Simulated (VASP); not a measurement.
# KCl (I4/mmm) in VASP: further runs

The runs below take KCl through single point, with PBE.

Program: VASP 6.6.1. These are calculated values, not measurements. Logs are shortened: lines on timing, memory, paths and dates and some standing lists are left out, and cuts for length are marked.

### 1 The cell of the first run

Symmetry: I4/mmm, No. 139, tetragonal system. The conventional cell has a = 5.010 Å, b = 5.010 Å, c = 5.009 Å, α = 90.00°, β = 90.00°, γ = 90.00°. Within 3.3 Å of K (site symmetry 4/mmm) lie 2 Cl at 2.50 Å. Within 3.3 Å of Cl (site symmetry 4/mmm) lie 2 K at 2.50 Å.

### 2 Single point, PBE

Input file INCAR:

```
SYSTEM = KCl
ALGO = Normal ; EDIFF = 1E-7
ENCUT = 520 ; GGA = PE
ISIF = 2 ; ISMEAR = 0
LASPH = .TRUE. ; LCHARG = .TRUE.
LELF = .TRUE. ; LREAL = .FALSE.
LVHAR = .TRUE. ; LWAVE = .FALSE.
NBANDS = 15 ; NELM = 100
PREC = Accurate ; SIGMA = 0.05
```

Input file KPOINTS:

```
k-points
0
G
  8 8 8
  0 0 0
```

Input file POSCAR:

```
KCl
1.0
    0.0000000000      3.5427808131      2.5047460348
    3.5427808131      0.0000000000      2.5047460348
    3.5427808131      3.5427808131      0.0000000000
K Cl
1 1
Direct
    0.0000000000      0.0000000000      0.0000000000
    0.5000000000      0.5000000000      0.5000000000
```

Potentials or basis: VASP PAW PBE potentials, release 64 (K_sv, Cl).

Launch:

```
> cat potpaw_PBE.64/K_sv/POTCAR potpaw_PBE.64/Cl/POTCAR > POTCAR
> mpirun -np 1 vasp_std > vasp.out
```

OUTCAR:

```text
SYSTEM = KCl
   EDIFF = 1E-7
   ENCUT = 520
   GGA = PE
   ISIF = 2
   ISMEAR = 0
   LASPH = .TRUE.
   LREAL = .FALSE.
   NELM = 100
   PREC = Accurate

 ion  position               nearest neighbor table
   1  0.000  0.000  0.000-   2 2.50   2 2.50
   2  0.500  0.500  0.500-   1 2.50   1 2.50

  LATTYP: Found a body centered tetragonal cell.
 ALAT       =     5.0102486744
 C/A-ratio  =     0.9998489886

  Lattice vectors:

 A1 = (   0.0000000000,  -3.5427808131,  -2.5047460348)
 A2 = (   0.0000000000,   3.5427808131,  -2.5047460348)
 A3 = (   3.5427808131,   0.0000000000,   2.5047460348)

Analysis of symmetry for initial positions (statically):
=====================================================================
 Subroutine PRICEL returns:
 Original cell was already a primitive cell.

 Routine SETGRP: Setting up the symmetry group for a
 body centered tetragonal supercell.

 Subroutine GETGRP returns: Found 16 space group operations
 (whereof 16 operations were pure point group operations)
 out of a pool of 16 trial point group operations.

The static configuration has the point symmetry D_4h.

Analysis of symmetry for dynamics (positions and initial velocities):
=====================================================================
 Subroutine PRICEL returns:
 Original cell was already a primitive cell.

 Routine SETGRP: Setting up the symmetry group for a
 body centered tetragonal supercell.

 Subroutine GETGRP returns: Found 16 space group operations
 (whereof 16 operations were pure point group operations)
 out of a pool of 16 trial point group operations.

The dynamic configuration has the point symmetry D_4h.

 Subroutine INISYM returns: Found 16 space group operations
 (whereof 16 operations are pure point group operations),
 and found     1 'primitive' translations

----------------------------------------------------------------------------------------

                                     Primitive cell

  volume of cell :      62.8756

  direct lattice vectors                    reciprocal lattice vectors
     0.000000000  3.542780813  2.504746035    -0.141132073  0.141132073  0.199621037
     3.542780813  0.000000000  2.504746035     0.141132073 -0.141132073  0.199621037
     3.542780813  3.542780813  0.000000000     0.141132073  0.141132073 -0.199621037

  length of vectors
     4.338784229  4.338784229  5.010248674     0.282285462  0.282285462  0.282285462

  position of ions in fractional coordinates (direct lattice)
     0.000000000  0.000000000  0.000000000
     0.500000000  0.500000000  0.500000000

  ion indices of the primitive-cell ions
   primitive index   ion index
                 1           1
                 2           2

----------------------------------------------------------------------------------------

 KPOINTS: k-points

Automatic generation of k-mesh.
 Grid dimensions read from file:
 generate k-points for:    8    8    8

 Generating k-lattice:

  Cartesian coordinates                     Fractional coordinates (reciprocal lattice)
    -0.017641509  0.017641509  0.024952630     0.125000000 -0.000000000  0.000000000
     0.017641509 -0.017641509  0.024952630    -0.000000000  0.125000000  0.000000000
     0.017641509  0.017641509 -0.024952630     0.000000000  0.000000000  0.125000000

  Length of vectors
     0.035285683  0.035285683  0.035285683

  Shift w.r.t. Gamma in fractional coordinates (k-lattice)
     0.000000000  0.000000000  0.000000000

 Subroutine IBZKPT returns following result:
 ===========================================

 Found     59 irreducible k-points:

 Following reciprocal coordinates:
            Coordinates               Weight
  0.000000  0.000000  0.000000      1.000000
  0.125000  0.000000  0.000000      8.000000
  0.250000  0.000000  0.000000      8.000000
  0.375000  0.000000  0.000000      8.000000
  0.500000  0.000000  0.000000      4.000000
  0.125000  0.125000  0.000000      2.000000
[... 16 lines left out ...]
  0.250000  0.000000  0.125000     16.000000
  0.375000 -0.000000  0.125000     16.000000
 [... further k-points ...]
   k-points           NKPTS =     59   k-points in BZ     NKDIM =     59   number of bands    NBANDS=     15
   number of dos      NEDOS =    301   number of ions     NIONS =      2
   total plane-waves  NPLWV =  40960
   dimension x,y,z NGX =    32 NGY =   32 NGZ =   40
   dimension x,y,z NGXF=    64 NGYF=   64 NGZF=   80
   ions per type =               1   1
   NGX,Y,Z   is equivalent  to a cutoff of  12.26, 12.26, 13.27 a.u.
   NGXF,Y,Z  is equivalent  to a cutoff of  24.52, 24.52, 26.54 a.u.
 SYSTEM =  KCl
   PREC   = accura    normal or accurate (medium, high low for compatibility)
   ISTART =      0    job   : 0-new  1-cont  2-samecut
   ICHARG =      2    charge: 1-file 2-atom 10-const
   ISPIN  =      1    spin polarized calculation?
   LNONCOLLINEAR =      F non collinear calculations
   LSORBIT =      F    spin-orbit coupling
   LASPH  =      T    aspherical Exc in radial PAW
   ENCUT  =  520.0 eV  38.22 Ry    6.18 a.u.   8.07  8.07  9.32*2*pi/ulx,y,z
   NELM   =    100;   NELMIN=  2; NELMDL= -5     # of ELM steps
   EDIFF  = 0.1E-06   stopping-criterion for ELM
   LREAL  =      F    real-space projection
   EDIFFG = 0.1E-05   stopping-criterion for IOM
   NSW    =      0    number of steps for IOM
   IBRION =     -1    ionic relax: 0-MD 1-quasi-New 2-CG
   NFREE  =      0    steps in history (QN), initial steepest desc. (CG)
   ISIF   =      2    stress and relaxation
   ISYM   =      2    0-nonsym 1-usesym 2-fastsym
   POTIM  = 0.5000    time-step for ionic-motion
   TEBEG  =    0.0;   TEEND  =   0.0 temperature during run
   PSTRESS=    0.0 pullay stress
   NELECT =      16.0000    total number of electrons
   NUPDOWN=      -1.0000    fix difference up-down
   EMIN   =  10.00;   EMAX   =-10.00  energy-range for DOS
   EFERMI =   0.00;   METHOD = LEGACY
   ISMEAR =     0;   SIGMA  =   0.05  broadening in eV -4-tet -1-fermi 0-gaus
   EFERMI_NEDOS =   21; number of points for ismear=-14 and -15
   IALGO  =     38    algorithm
   IMIX   =      4    mixing-type and parameters
     AMIX     =   0.40;   BMIX     =  1.00
     AMIX_MAG =   1.60;   BMIX_MAG =  1.00
  volume/ion in A,a.u.               =      31.44       212.15
  Fermi-wavevector in a.u.,A,eV,Ry     =   1.037419  1.960437 14.643101  1.076238
  Thomas-Fermi vector in A             =   2.171856
   LORBIT       =      0    0 simple, 1 ext, 2 COOP (PROOUT), +10 PAW based schemes
   GGA     = PE    functional components
   LHFCALC =     F    Hartree Fock is set to
   AEXX    =    0.0000 exact exchange contribution
   IVDW    =     0    specifies the selected vdW correction
   LEPSILON=     F    determine dielectric tensor
   LRPA    =     F    only Hartree local field effects (RPA)
 non-spin polarized calculation
 Gauss-broadening in eV      SIGMA  =   0.05
  energy-cutoff  :      520.00
  volume of cell :       62.88
 maximum number of plane-waves:      1724
   NGX = 17   NGY = 17   NGZ = 19

 number of electron      15.9999999 magnetization

 Free energy of the ion-electron system (eV)
  ---------------------------------------------------
  ext. energy  EPLUGINS =         0.00000000
  ---------------------------------------------------
  free energy    TOTEN  =        -5.72152354 eV

  energy without entropy =       -5.72152354  energy(sigma->0) =       -5.72152354

 E-fermi :  -0.8681     XC(G=0):  -7.3402

 val. band max:       -1.0798725930   @ k =   0.0000   0.0000   0.0000
 cond. band min:       2.8463142631   @ k =   0.0000   0.0000   0.0000
 fundamental gap:      3.9261868561
 Fermi energy:        -0.8680950188

 k-point     1 :       0.0000    0.0000    0.0000
  band No.  band energies     occupation
      1     -28.7722      2.00000
      2     -14.1121      2.00000
      3     -12.6348      2.00000
      4     -12.2606      2.00000
      5     -12.2606      2.00000
      6      -1.9942      2.00000
      7      -1.9942      2.00000
      8      -1.0799      2.00000
      9       2.8463      0.00000
     10       6.1247      0.00000
     11       6.1247      0.00000
     12       6.4426      0.00000
     13       8.3144      0.00000
     14       9.3599      0.00000
     15      11.8329      0.00000

 k-point     2 :       0.1250    0.0000    0.0000
  band No.  band energies     occupation
      1     -28.7696      2.00000
      2     -14.3016      2.00000
      3     -12.3760      2.00000
      4     -12.2672      2.00000
      5     -12.2584      2.00000
      6      -2.1119      2.00000
      7      -2.0602      2.00000
      8      -1.3559      2.00000
      9       3.1636      0.00000
     10       6.2919      0.00000
     11       6.3839      0.00000
     12       6.6443      0.00000
     13       8.0864      0.00000
     14       9.8002      0.00000
     15      11.6464      0.00000

 k-point     3 :       0.2500    0.0000    0.0000
  band No.  band energies     occupation
      1     -28.7633      2.00000
      2     -14.6238      2.00000
      3     -12.2904      2.00000
      4     -12.2831      2.00000
      5     -11.8368      2.00000
      6      -2.4183      2.00000
      7      -2.2104      2.00000
      8      -1.9226      2.00000
      9       3.9649      0.00000
     10       6.5735      0.00000
     11       7.0076      0.00000
     12       7.2886      0.00000
     13       8.0003      0.00000
     14      10.5213      0.00000
     15      11.0282      0.00000
[... 343 lines left out ...]
 k-point    23 :       0.2500    0.0000    0.1250
  band No.  band energies     occupation
      1     -28.7665      2.00000
      2     -14.2966      2.00000
      3     -12.4029      2.00000
      4     -12.2775      2.00000
      5     -12.2567      2.00000
      6      -2.3571      2.00000
      7      -2.0833      2.00000
      8      -1.3821      2.00000
      9       3.8664      0.00000
     10       5.9976      0.00000
     11       6.8604      0.00000
     12       7.1002      0.00000
     13       8.5334      0.00000
     14       9.8612      0.00000
     15      10.6868      0.00000

 k-point    24 :       0.3750   -0.0000    0.1250
  band No.  band energies     occupation
      1     -28.7602      2.00000
      2     -14.6188      2.00000
      3     -12.3237      2.00000
      4     -12.2857      2.00000
      5     -11.8381      2.00000
      6      -2.5892      2.00000
      7      -2.2595      2.00000
      8      -1.9442      2.00000
      9       4.7629      0.00000
     10       6.3538      0.00000
     11       7.4434      0.00000
     12       7.8032      0.00000
     13       8.6092      0.00000
     14       9.6900      0.00000
     15      10.8308      0.00000

 [... further k-points ...]

------------------------ aborting loop because EDIFF is reached ----------------------------------------

  FORCE on cell =-STRESS in cart. coord.  units (eV):
  Direction    XX          YY          ZZ          XY          YZ          ZX
  --------------------------------------------------------------------------------------
  -------------------------------------------------------------------------------------
  Total       -0.4328809     -0.4328809     12.4660194      0.0000000      0.0000000      0.0000000
  in kB      -11.0305385    -11.0305385    317.6553090      0.0000000      0.0000000      0.0000000
  external PRESSURE =      98.5314106 kB  Pullay stress =       0.0000000 kB

 VOLUME and BASIS-vectors are now :
 -----------------------------------------------------------------------------
  energy-cutoff  :      520.00
  volume of cell :       62.88
      direct lattice vectors                 reciprocal lattice vectors
     0.000000000  3.542780813  2.504746035    -0.141132073  0.141132073  0.199621037
     3.542780813  0.000000000  2.504746035     0.141132073 -0.141132073  0.199621037
     3.542780813  3.542780813  0.000000000     0.141132073  0.141132073 -0.199621037

 POSITION                                       TOTAL-FORCE (eV/Angst)
 -----------------------------------------------------------------------------------
      0.00000      0.00000      0.00000         0.000000      0.000000     -0.000000
      3.54278      3.54278      2.50475        -0.000000     -0.000000      0.000000
 -----------------------------------------------------------------------------------
    total drift:                                0.000000     -0.000000      0.000000

  FREE ENERGIE OF THE ION-ELECTRON SYSTEM (eV)
  ---------------------------------------------------
  free  energy   TOTEN  =        -5.7215235425 eV

  energy  without entropy=       -5.7215235425  energy(sigma->0) =       -5.72152354
```

It took 72 s on 1 thread of Intel Xeon 8259CL, shared host; peak memory 0.22 GiB.

Results:

```
Free energy            : -5.7215 eV
Pressure               : 9.9 GPa
Band gap on the k mesh : 3.93 eV
```

Stress tensor (GPa, compression positive):
```
-1.10  0.00  0.00
 0.00 -1.10  0.00
 0.00  0.00 31.77
```

Levels at points of the mesh, in eV from the valence-band top:
```csv
k point,band 5,band 6,band 7,band 8,band 9,band 10,band 11,band 12
"(0.00, 0.00, 0.00)",-11.18,-0.91,-0.91,0.00,3.93,7.20,7.20,7.52
"(0.50, 0.00, 0.00)",-10.11,-1.97,-1.34,-1.32,6.66,7.45,9.51,9.68
"(0.50, 0.50, 0.00)",-11.30,-1.29,-1.29,-0.32,5.35,8.65,9.70,9.70
"(0.50, 0.00, 0.50)",-11.18,-1.59,-0.95,-0.13,6.23,6.76,8.25,9.92
```

Caveat: the cell stands under pressure. A k mesh can miss the band edges.

(Part 1 of 2 ends here.)
